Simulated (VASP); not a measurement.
# Ru (P6_3/mmc) in VASP: a series of runs, part 2 of 3

VASP 6.6.1. The steps go on from the part before.

## Step 4: Single point, PBE

This run uses another cell than the first one, of 12.90 Å³/atom, 1.056 times its volume.

The input, INCAR:

```
SYSTEM = Ru
ALGO = Normal
EDIFF = 1E-7
ENCUT = 520
GGA = PE
ISIF = 2
ISMEAR = 1
LASPH = .TRUE.
LCHARG = .TRUE.
LELF = .TRUE.
LREAL = .FALSE.
LVHAR = .TRUE.
LWAVE = .FALSE.
NBANDS = 21
NELM = 100
PREC = Accurate
SIGMA = 0.05
```

The input, KPOINTS:

```
k-points
0
G
  12 12 7
  0 0 0
```

The input, POSCAR:

```
Ru
1.0
    2.6599301216      0.0000000000      0.0000000000
   -1.3299650608      2.3035670600      0.0000000000
    0.0000000000      0.0000000000      4.2093114007
Ru
2
Direct
    0.3333333333      0.6666666667      0.2500000000
    0.6666666667      0.3333333333      0.7500000000
```

Potentials or basis: VASP PAW PBE potentials, release 64 (Ru_pv).

Run with:

```console
cat potpaw_PBE.64/Ru_pv/POTCAR > POTCAR
mpirun -np 1 vasp_std > vasp.out
```

OUTCAR:

```text
SYSTEM = Ru
   EDIFF = 1E-7
   ENCUT = 520
   GGA = PE
   ISIF = 2
   ISMEAR = 1
   LASPH = .TRUE.
   LREAL = .FALSE.
   NELM = 100
   PREC = Accurate

 ion  position               nearest neighbor table
   1  0.333  0.667  0.250-   2 2.61   2 2.61   2 2.61   2 2.61   2 2.61   2 2.61
   2  0.667  0.333  0.750-   1 2.61   1 2.61   1 2.61   1 2.61   1 2.61   1 2.61

  LATTYP: Found a hexagonal cell.
 ALAT       =     2.6599301216
 C/A-ratio  =     1.5824894671

  Lattice vectors:

 A1 = (   2.6599301216,   0.0000000000,   0.0000000000)
 A2 = (  -1.3299650608,   2.3035670600,   0.0000000000)
 A3 = (   0.0000000000,   0.0000000000,   4.2093114007)

Analysis of symmetry for initial positions (statically):
=====================================================================
 Subroutine PRICEL returns:
 Original cell was already a primitive cell.

 Routine SETGRP: Setting up the symmetry group for a
 hexagonal supercell.

 Subroutine GETGRP returns: Found 24 space group operations
 (whereof 12 operations were pure point group operations)
 out of a pool of 24 trial point group operations.

The static configuration has the point symmetry D_3d.
 The point group associated with its full space group is D_6h.

Analysis of symmetry for dynamics (positions and initial velocities):
=====================================================================
 Subroutine PRICEL returns:
 Original cell was already a primitive cell.

 Routine SETGRP: Setting up the symmetry group for a
 hexagonal supercell.

 Subroutine GETGRP returns: Found 24 space group operations
 (whereof 12 operations were pure point group operations)
 out of a pool of 24 trial point group operations.

The dynamic configuration has the point symmetry D_3d.
 The point group associated with its full space group is D_6h.

 Subroutine INISYM returns: Found 24 space group operations
 (whereof 12 operations are pure point group operations),
 and found     1 'primitive' translations

----------------------------------------------------------------------------------------

                                     Primitive cell

  volume of cell :      25.7918

  direct lattice vectors                    reciprocal lattice vectors
     2.659930122  0.000000000  0.000000000     0.375949726  0.217054675  0.000000000
    -1.329965061  2.303567060  0.000000000     0.000000000  0.434109350  0.000000000
     0.000000000  0.000000000  4.209311401     0.000000000  0.000000000  0.237568549

  length of vectors
     2.659930122  2.659930124  4.209311401     0.434109351  0.434109350  0.237568549

  position of ions in fractional coordinates (direct lattice)
     0.333333333  0.666666667  0.250000000
     0.666666667  0.333333333  0.750000000

  ion indices of the primitive-cell ions
   primitive index   ion index
                 1           1
                 2           2

----------------------------------------------------------------------------------------

 KPOINTS: k-points

Automatic generation of k-mesh.
 Grid dimensions read from file:
 generate k-points for:   12   12    7

 Generating k-lattice:

  Cartesian coordinates                     Fractional coordinates (reciprocal lattice)
     0.031329144  0.018087890  0.000000000     0.083333333  0.000000000  0.000000000
     0.000000000  0.036175779  0.000000000     0.000000000  0.083333333  0.000000000
     0.000000000  0.000000000  0.033938364     0.000000000  0.000000000  0.142857143

  Length of vectors
     0.036175779  0.036175779  0.033938364

  Shift w.r.t. Gamma in fractional coordinates (k-lattice)
     0.000000000  0.000000000  0.000000000

 Subroutine IBZKPT returns following result:
 ===========================================

 Found     76 irreducible k-points:

 Following reciprocal coordinates:
            Coordinates               Weight
  0.000000  0.000000  0.000000      1.000000
  0.083333  0.000000  0.000000      6.000000
  0.166667  0.000000  0.000000      6.000000
  0.250000  0.000000  0.000000      6.000000
  0.333333  0.000000  0.000000      6.000000
  0.416667  0.000000  0.000000      6.000000
[... 16 lines left out ...]
  0.250000  0.000000  0.142857     12.000000
  0.333333  0.000000  0.142857     12.000000
 [... further k-points ...]
   k-points           NKPTS =     76   k-points in BZ     NKDIM =     76   number of bands    NBANDS=     21
   number of dos      NEDOS =    301   number of ions     NIONS =      2
   total plane-waves  NPLWV =  12800
   dimension x,y,z NGX =    20 NGY =   20 NGZ =   32
   dimension x,y,z NGXF=    40 NGYF=   40 NGZF=   64
   ions per type =               2
   NGX,Y,Z   is equivalent  to a cutoff of  12.50, 12.50, 12.64 a.u.
   NGXF,Y,Z  is equivalent  to a cutoff of  25.00, 25.00, 25.28 a.u.
 SYSTEM =  Ru
   PREC   = accura    normal or accurate (medium, high low for compatibility)
   ISTART =      0    job   : 0-new  1-cont  2-samecut
   ICHARG =      2    charge: 1-file 2-atom 10-const
   ISPIN  =      1    spin polarized calculation?
   LNONCOLLINEAR =      F non collinear calculations
   LSORBIT =      F    spin-orbit coupling
   LASPH  =      T    aspherical Exc in radial PAW
   ENCUT  =  520.0 eV  38.22 Ry    6.18 a.u.   4.95  4.95  7.83*2*pi/ulx,y,z
   NELM   =    100;   NELMIN=  2; NELMDL= -5     # of ELM steps
   EDIFF  = 0.1E-06   stopping-criterion for ELM
   LREAL  =      F    real-space projection
   EDIFFG = 0.1E-05   stopping-criterion for IOM
   NSW    =      0    number of steps for IOM
   IBRION =     -1    ionic relax: 0-MD 1-quasi-New 2-CG
   NFREE  =      0    steps in history (QN), initial steepest desc. (CG)
   ISIF   =      2    stress and relaxation
   ISYM   =      2    0-nonsym 1-usesym 2-fastsym
   POTIM  = 0.5000    time-step for ionic-motion
   TEBEG  =    0.0;   TEEND  =   0.0 temperature during run
   PSTRESS=    0.0 pullay stress
   NELECT =      28.0000    total number of electrons
   NUPDOWN=      -1.0000    fix difference up-down
   EMIN   =  10.00;   EMAX   =-10.00  energy-range for DOS
   EFERMI =   0.00;   METHOD = LEGACY
   ISMEAR =     1;   SIGMA  =   0.05  broadening in eV -4-tet -1-fermi 0-gaus
   EFERMI_NEDOS =   21; number of points for ismear=-14 and -15
   IALGO  =     38    algorithm
   IMIX   =      4    mixing-type and parameters
     AMIX     =   0.40;   BMIX     =  1.00
     AMIX_MAG =   1.60;   BMIX_MAG =  1.00
  volume/ion in A,a.u.               =      12.90        87.03
  Fermi-wavevector in a.u.,A,eV,Ry     =   1.682545  3.179550 38.517536  2.830959
  Thomas-Fermi vector in A             =   2.765905
   LORBIT       =      0    0 simple, 1 ext, 2 COOP (PROOUT), +10 PAW based schemes
   GGA     = PE    functional components
   LHFCALC =     F    Hartree Fock is set to
   AEXX    =    0.0000 exact exchange contribution
   IVDW    =     0    specifies the selected vdW correction
   LEPSILON=     F    determine dielectric tensor
   LRPA    =     F    only Hartree local field effects (RPA)
 non-spin polarized calculation
 Methfessel and Paxton  Order N= 1 SIGMA  =   0.05
  energy-cutoff  :      520.00
  volume of cell :       25.79
 maximum number of plane-waves:       717
 NGX is ok and might be reduce to    20
   NGX =  9   NGY =  9   NGZ = 15

 number of electron      27.9999991 magnetization

 Free energy of the ion-electron system (eV)
  ---------------------------------------------------
  ext. energy  EPLUGINS =         0.00000000
  ---------------------------------------------------
  free energy    TOTEN  =       -18.35589296 eV

  energy without entropy =      -18.35604722  energy(sigma->0) =      -18.35594438

 E-fermi :  13.8363     XC(G=0): -14.4434

 val. band max:       13.8250312229   @ k =   0.3333   0.1667   0.2857
 cond. band min:      13.8585175548   @ k =   0.3333   0.0833   0.2857
 fundamental gap:      0.0334863319
 Fermi energy:        13.8362662098

 k-point     1 :       0.0000    0.0000    0.0000
  band No.  band energies     occupation
      1     -30.0573      2.00000
      2     -28.9660      2.00000
      3     -28.9660      2.00000
      4     -28.7669      2.00000
      5     -28.7669      2.00000
      6     -28.7054      2.00000
[... 13 lines left out ...]
     20      24.1451      0.00000
     21      24.7739      0.00000

 k-point     2 :       0.0833    0.0000    0.0000
  band No.  band energies     occupation
      1     -30.0294      2.00000
      2     -29.0258      2.00000
      3     -28.9861      2.00000
      4     -28.8292      2.00000
      5     -28.7749      2.00000
      6     -28.7183      2.00000
[... 520 lines left out ...]
 k-point    24 :       0.3333    0.0000    0.1429
  band No.  band energies     occupation
      1     -29.7743      2.00000
      2     -29.5291      2.00000
      3     -29.4415      2.00000
      4     -29.1603      2.00000
      5     -28.9062      2.00000
      6     -28.8848      2.00000
[... 13 lines left out ...]
     20      24.1449      0.00000
     21      25.8548      0.00000

 [... further k-points ...]
[... 5 lines left out ...]
  --------------------------------------------------------------------------------------
  -------------------------------------------------------------------------------------
  Total        3.7282576      3.7282576      4.0042524     -0.0000000      0.0000000      0.0000000
  in kB      231.5977576    231.5977581    248.7424360     -0.0000000      0.0000000      0.0000000
  external PRESSURE =     237.3126506 kB  Pullay stress =       0.0000000 kB

 VOLUME and BASIS-vectors are now :
 -----------------------------------------------------------------------------
  energy-cutoff  :      520.00
  volume of cell :       25.79
      direct lattice vectors                 reciprocal lattice vectors
     2.659930122  0.000000000  0.000000000     0.375949726  0.217054675  0.000000000
    -1.329965061  2.303567060  0.000000000     0.000000000  0.434109350  0.000000000
     0.000000000  0.000000000  4.209311401     0.000000000  0.000000000  0.237568549

 POSITION                                       TOTAL-FORCE (eV/Angst)
 -----------------------------------------------------------------------------------
     -0.00000      1.53571      1.05233         0.000000     -0.000000      0.000000
      1.32997      0.76786      3.15698         0.000000      0.000000      0.000000
 -----------------------------------------------------------------------------------
    total drift:                               -0.000000      0.000000     -0.000000

  FREE ENERGIE OF THE ION-ELECTRON SYSTEM (eV)
  ---------------------------------------------------
  free  energy   TOTEN  =       -18.3558929560 eV

  energy  without entropy=      -18.3560472160  energy(sigma->0) =      -18.35594438
```

stdout:

```text
POSCAR found type information on POSCAR Ru
 POSCAR found :  1 types and       2 ions
 scaLAPACK will be used
 LDA part: xc-table for (Slater+PW92), standard interpolation
 POSCAR, INCAR and KPOINTS ok, starting setup
 FFT: planning ... GRIDC
 FFT: planning ... GRID_SOFT
 FFT: planning ... GRID
 WAVECAR not read
 entering main loop
```

Wall time 36 s (1 thread of Intel Xeon Platinum 8259CL at 2.50GHz (Skylake/Cascade Lake), shared host); peak memory 0.15 GiB.

Results:

```
Free energy            : -18.3559 eV
Pressure               : 23.7 GPa
Band gap on the k mesh : zero (band 14 reaches 15.35 eV, above the bottom of band 15 at 12.13 eV)
```

[end of part 2 of 3]
